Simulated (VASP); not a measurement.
# C (R-3m) in VASP: notebook

Runs on C. Level: PBEsol. Tasks: single point, relaxation of cell and atoms.

All numbers are computed with VASP 6.6.1; they aren't measurements. Logs are shortened: lines on timing, memory, paths and dates and some standing lists are left out, and cuts for length are marked.

### 1 The cell of the first run

The structure is trigonal, space group R-3m (No. 166). Conventional cell: a = 2.459 Å, b = 2.459 Å, c = 10.824 Å, α = 90.00°, β = 90.00°, γ = 120.00°. C (site symmetry 3m) has 3 C at 1.42 Å within 1.9 Å.

### 2 Single point, PBEsol

INCAR reads:

```
PREC = Accurate
ENCUT = 600
EDIFF = 1E-6
ISMEAR = -1
SIGMA = 0.1
LREAL = False
LASPH = True
NELM = 120
ALGO = Normal
ISIF = 2
LWAVE = False
LCHARG = True
GGA = PS
LELF = True
LVHAR = True
NBANDS = 11
GGA_COMPAT = False
```

KPOINTS reads:

```
Automatic mesh
0
Gamma
  8 8 8
```

POSCAR reads:

```
C
1.0
    3.8760682824      0.0849840019      0.0532873064
    3.0453448627      2.3993753933      0.0532873064
    3.0453448627      1.0930905239      2.1365848734
C
2
Direct
    0.8333461636      0.8333461636      0.8333461636
    0.1666538364      0.1666538364      0.1666538364
```

Potentials or basis: VASP PAW PBE potentials, release 64 (C).

On the command line:

```sh
$ cat potpaw_PBE.64/C/POTCAR > POTCAR
$ mpirun -np 1 vasp_std > vasp.out
```

OUTCAR:

```text
PREC = Accurate
   ENCUT = 600
   EDIFF = 1E-6
   ISMEAR = -1
   LREAL = False
   LASPH = True
   NELM = 120
   ISIF = 2
   GGA = PS

 ion  position               nearest neighbor table
   1  0.833  0.833  0.833-   2 1.42   2 1.42   2 1.42
   2  0.167  0.167  0.167-   1 1.42   1 1.42   1 1.42

  LATTYP: Found a trigonal (rhomboedric) cell.
 ALAT       =     3.8773660064
 COS(alpha) =     0.7989050776

  Lattice vectors:

 A1 = (   3.8760682824,   0.0849840019,   0.0532873064)
 A2 = (   3.0453448627,   2.3993753933,   0.0532873064)
 A3 = (   3.0453448627,   1.0930905239,   2.1365848734)

Analysis of symmetry for initial positions (statically):
=====================================================================
 Subroutine PRICEL returns:
 Original cell was already a primitive cell.

 Routine SETGRP: Setting up the symmetry group for a
 trigonal (rhombohedral) supercell.

 Subroutine GETGRP returns: Found 12 space group operations
 (whereof 12 operations were pure point group operations)
 out of a pool of 12 trial point group operations.

The static configuration has the point symmetry D_3d.

Analysis of symmetry for dynamics (positions and initial velocities):
=====================================================================
 Subroutine PRICEL returns:
 Original cell was already a primitive cell.

 Routine SETGRP: Setting up the symmetry group for a
 trigonal (rhombohedral) supercell.

 Subroutine GETGRP returns: Found 12 space group operations
 (whereof 12 operations were pure point group operations)
 out of a pool of 12 trial point group operations.

The dynamic configuration has the point symmetry D_3d.

 Subroutine INISYM returns: Found 12 space group operations
 (whereof 12 operations are pure point group operations),
 and found     1 'primitive' translations

----------------------------------------------------------------------------------------

                                     Primitive cell

  volume of cell :      18.8936

  direct lattice vectors                    reciprocal lattice vectors
     3.876068282  0.084984002  0.053287306     0.268250393 -0.335793729 -0.210551903
     3.045344863  2.399375393  0.053287306    -0.006527477  0.429736075 -0.210551903
     3.045344863  1.093090524  2.136584873    -0.006527477 -0.002342961  0.478539140

  length of vectors
     3.877366006  3.877366006  3.877366006     0.478589392  0.478589392  0.478589392

  position of ions in fractional coordinates (direct lattice)
     0.833346164  0.833346164  0.833346164
     0.166653836  0.166653836  0.166653836

  ion indices of the primitive-cell ions
   primitive index   ion index
                 1           1
                 2           2

----------------------------------------------------------------------------------------

 KPOINTS: Automatic mesh

Automatic generation of k-mesh.
 Grid dimensions read from file:
 generate k-points for:    8    8    8

 Generating k-lattice:

  Cartesian coordinates                     Fractional coordinates (reciprocal lattice)
     0.033531299 -0.041974216 -0.026318988     0.125000000  0.000000000  0.000000000
    -0.000815935  0.053717009 -0.026318988    -0.000000000  0.125000000 -0.000000000
    -0.000815935 -0.000292870  0.059817392    -0.000000000 -0.000000000  0.125000000

  Length of vectors
     0.059823674  0.059823674  0.059823674

  Shift w.r.t. Gamma in fractional coordinates (k-lattice)
     0.000000000  0.000000000  0.000000000

 Subroutine IBZKPT returns following result:
 ===========================================

 Found     65 irreducible k-points:

 Following reciprocal coordinates:
            Coordinates               Weight
  0.000000  0.000000  0.000000      1.000000
  0.125000  0.000000 -0.000000      6.000000
  0.250000  0.000000 -0.000000      6.000000
  0.375000  0.000000 -0.000000      6.000000
  0.500000  0.000000 -0.000000      3.000000
  0.125000  0.125000 -0.000000      6.000000
[... 16 lines left out ...]
  0.250000  0.125000  0.125000      6.000000
  0.375000  0.125000  0.125000      6.000000
 [... further k-points ...]
   k-points           NKPTS =     65   k-points in BZ     NKDIM =     65   number of bands    NBANDS=     11
   number of dos      NEDOS =    301   number of ions     NIONS =      2
   total plane-waves  NPLWV =  32768
   dimension x,y,z NGX =    32 NGY =   32 NGZ =   32
   dimension x,y,z NGXF=    64 NGYF=   64 NGZF=   64
   ions per type =               2
   NGX,Y,Z   is equivalent  to a cutoff of  13.72, 13.72, 13.72 a.u.
   NGXF,Y,Z  is equivalent  to a cutoff of  27.44, 27.44, 27.44 a.u.
 SYSTEM =  unknown system
   PREC   = accura    normal or accurate (medium, high low for compatibility)
   ISTART =      0    job   : 0-new  1-cont  2-samecut
   ICHARG =      2    charge: 1-file 2-atom 10-const
   ISPIN  =      1    spin polarized calculation?
   LNONCOLLINEAR =      F non collinear calculations
   LSORBIT =      F    spin-orbit coupling
   LASPH  =      T    aspherical Exc in radial PAW
   ENCUT  =  600.0 eV  44.10 Ry    6.64 a.u.   7.74  7.74  7.74*2*pi/ulx,y,z
   NELM   =    120;   NELMIN=  2; NELMDL= -5     # of ELM steps
   EDIFF  = 0.1E-05   stopping-criterion for ELM
   LREAL  =      F    real-space projection
   EDIFFG = 0.1E-04   stopping-criterion for IOM
   NSW    =      0    number of steps for IOM
   IBRION =     -1    ionic relax: 0-MD 1-quasi-New 2-CG
   NFREE  =      0    steps in history (QN), initial steepest desc. (CG)
   ISIF   =      2    stress and relaxation
   ISYM   =      2    0-nonsym 1-usesym 2-fastsym
   POTIM  = 0.5000    time-step for ionic-motion
   TEBEG  =    0.0;   TEEND  =   0.0 temperature during run
   PSTRESS=    0.0 pullay stress
   NELECT =       8.0000    total number of electrons
   NUPDOWN=      -1.0000    fix difference up-down
   EMIN   =  10.00;   EMAX   =-10.00  energy-range for DOS
   EFERMI =   0.00;   METHOD = LEGACY
   ISMEAR =    -1;   SIGMA  =   0.10  broadening in eV -4-tet -1-fermi 0-gaus
   EFERMI_NEDOS =   21; number of points for ismear=-14 and -15
   IALGO  =     38    algorithm
   IMIX   =      4    mixing-type and parameters
     AMIX     =   0.40;   BMIX     =  1.00
     AMIX_MAG =   1.60;   BMIX_MAG =  1.00
  volume/ion in A,a.u.               =       9.45        63.75
  Fermi-wavevector in a.u.,A,eV,Ry     =   1.229324  2.323086 20.561641  1.511238
  Thomas-Fermi vector in A             =   2.364216
   LORBIT       =      0    0 simple, 1 ext, 2 COOP (PROOUT), +10 PAW based schemes
   GGA     = PS    functional components
   LHFCALC =     F    Hartree Fock is set to
   AEXX    =    0.0000 exact exchange contribution
   IVDW    =     0    specifies the selected vdW correction
   LEPSILON=     F    determine dielectric tensor
   LRPA    =     F    only Hartree local field effects (RPA)
 non-spin polarized calculation
  energy-cutoff  :      600.00
  volume of cell :       18.89
 maximum number of plane-waves:       643
   NGX = 15   NGY = 15   NGZ = 15

 number of electron       8.0000000 magnetization

 Free energy of the ion-electron system (eV)
  ---------------------------------------------------
  ext. energy  EPLUGINS =         0.00000000
  ---------------------------------------------------
  free energy    TOTEN  =       -19.29480866 eV

  energy without entropy =      -19.29478149  energy(sigma->0) =      -19.29479508

 E-fermi :   4.0457     XC(G=0): -10.0470

 val. band max:        3.2320791297   @ k =  -0.1250   0.5000   0.1250
 cond. band min:       4.9464084831   @ k =  -0.1250   0.5000   0.1250
 fundamental gap:      1.7143293534
 Fermi energy:         4.0457006461

 k-point     1 :       0.0000    0.0000    0.0000
  band No.  band energies     occupation
      1     -15.5908      2.00000
      2      -2.9501      2.00000
      3       1.0488      2.00000
      4       1.0488      2.00000
      5       7.5691      0.00000
      6      12.4003      0.00000
      7      12.4003      0.00000
      8      15.5379      0.00000
      9      16.9009      0.00000
     10      26.4738      0.00000
     11      26.9177      0.00000

 k-point     2 :       0.1250    0.0000   -0.0000
  band No.  band energies     occupation
      1     -15.2151      2.00000
      2      -2.5459      2.00000
      3      -0.3374      2.00000
      4       0.3366      2.00000
      5       8.1018      0.00000
      6      12.4947      0.00000
      7      13.9177      0.00000
      8      14.2846      0.00000
      9      17.5833      0.00000
     10      25.7816      0.00000
     11      27.6028      0.00000

 k-point     3 :       0.2500    0.0000   -0.0000
  band No.  band energies     occupation
      1     -14.0985      2.00000
      2      -3.3618      2.00000
      3      -1.3579      2.00000
      4      -0.9850      2.00000
      5       9.6735      0.00000
      6      11.3236      0.00000
      7      12.2258      0.00000
      8      17.5371      0.00000
      9      19.3621      0.00000
     10      22.9889      0.00000
     11      26.5647      0.00000

 k-point     4 :       0.3750    0.0000   -0.0000
  band No.  band energies     occupation
      1     -12.2803      2.00000
      2      -6.6711      2.00000
      3      -2.0001      2.00000
      4       0.4725      2.00000
      5       7.9358      0.00000
      6      11.7080      0.00000
      7      12.3569      0.00000
      8      18.8676      0.00000
      9      21.7688      0.00000
     10      22.0890      0.00000
     11      24.9649      0.00000

 k-point     5 :       0.5000    0.0000   -0.0000
  band No.  band energies     occupation
      1     -10.2217      2.00000
      2      -9.2705      2.00000
      3      -2.3648      2.00000
      4       1.8929      2.00000
      5       5.9328      0.00000
      6      11.5888      0.00000
      7      15.4028      0.00000
      8      15.8308      0.00000
      9      21.7175      0.00000
     10      24.0999      0.00000
     11      24.4283      0.00000
[... 211 lines left out ...]
 k-point    21 :       0.5000    0.5000   -0.0000
  band No.  band energies     occupation
      1     -10.1601      2.00000
      2      -9.2229      2.00000
      3      -2.3915      2.00000
      4       1.4202      2.00000
      5       5.4020      0.00000
      6      11.3559      0.00000
      7      16.6450      0.00000
      8      17.9883      0.00000
      9      22.6840      0.00000
     10      24.1050      0.00000
     11      25.8229      0.00000

 k-point    22 :       0.1250    0.1250    0.1250
  band No.  band energies     occupation
      1     -15.5665      2.00000
      2      -3.1827      2.00000
      3       1.0476      2.00000
      4       1.0476      2.00000
      5       8.1587      0.00000
      6      12.3964      0.00000
      7      12.3964      0.00000
      8      15.5538      0.00000
      9      16.8847      0.00000
     10      25.8692      0.00000
     11      26.4319      0.00000

 k-point    23 :       0.2500    0.1250    0.1250
  band No.  band energies     occupation
      1     -15.1773      2.00000
      2      -2.9002      2.00000
      3      -0.3464      2.00000
      4       0.3384      2.00000
      5       9.0391      0.00000
      6      12.4969      0.00000
      7      13.9103      0.00000
      8      14.3397      0.00000
      9      17.5344      0.00000
     10      24.8804      0.00000
     11      27.4842      0.00000

 k-point    24 :       0.3750    0.1250    0.1250
  band No.  band energies     occupation
      1     -14.0525      2.00000
      2      -3.3803      2.00000
      3      -1.7765      2.00000
      4      -0.9841      2.00000
      5      10.7894      0.00000
      6      11.5514      0.00000
      7      12.2433      0.00000
      8      17.5298      0.00000
      9      19.1435      0.00000
     10      23.1742      0.00000
     11      26.4784      0.00000

 [... further k-points ...]

------------------------ aborting loop because EDIFF is reached ----------------------------------------

  FORCE on cell =-STRESS in cart. coord.  units (eV):
  Direction    XX          YY          ZZ          XY          YZ          ZX
  --------------------------------------------------------------------------------------
  -------------------------------------------------------------------------------------
  Total       -0.0207955      0.0475081      0.0536380     -0.0281425     -0.0063339     -0.0176461
  in kB       -1.7634540      4.0286789      4.5484952     -2.3864841     -0.5371119     -1.4963912
  external PRESSURE =       2.2712400 kB  Pullay stress =       0.0000000 kB

 VOLUME and BASIS-vectors are now :
 -----------------------------------------------------------------------------
  energy-cutoff  :      600.00
  volume of cell :       18.89
      direct lattice vectors                 reciprocal lattice vectors
     3.876068282  0.084984002  0.053287306     0.268250393 -0.335793729 -0.210551903
     3.045344863  2.399375393  0.053287306    -0.006527477  0.429736075 -0.210551903
     3.045344863  1.093090524  2.136584873    -0.006527477 -0.002342961  0.478539140

 POSITION                                       TOTAL-FORCE (eV/Angst)
 -----------------------------------------------------------------------------------
      8.30576      2.98125      1.86933         0.000196      0.000070      0.000044
      1.66100      0.59620      0.37383        -0.000196     -0.000070     -0.000044
 -----------------------------------------------------------------------------------
    total drift:                                0.000000      0.000000      0.000000

  FREE ENERGIE OF THE ION-ELECTRON SYSTEM (eV)
  ---------------------------------------------------
  free  energy   TOTEN  =       -19.2948086643 eV

  energy  without entropy=      -19.2947814942  energy(sigma->0) =      -19.29479508
```

It took 9.9 s on 1 thread of Intel Xeon 6975P-C (Granite Rapids), shared host; peak memory 0.16 GiB.

Results:

```
Free energy : -19.2948 eV
Pressure    : 0.2 GPa
```

Caveat: this functional lacks dispersion, which binds the layers, so the pressure and a relaxed spacing across them are unreliable; the PAW data sets were made with another functional, which shifts forces and pressure a little.

(Part 1 of 2 ends here.)
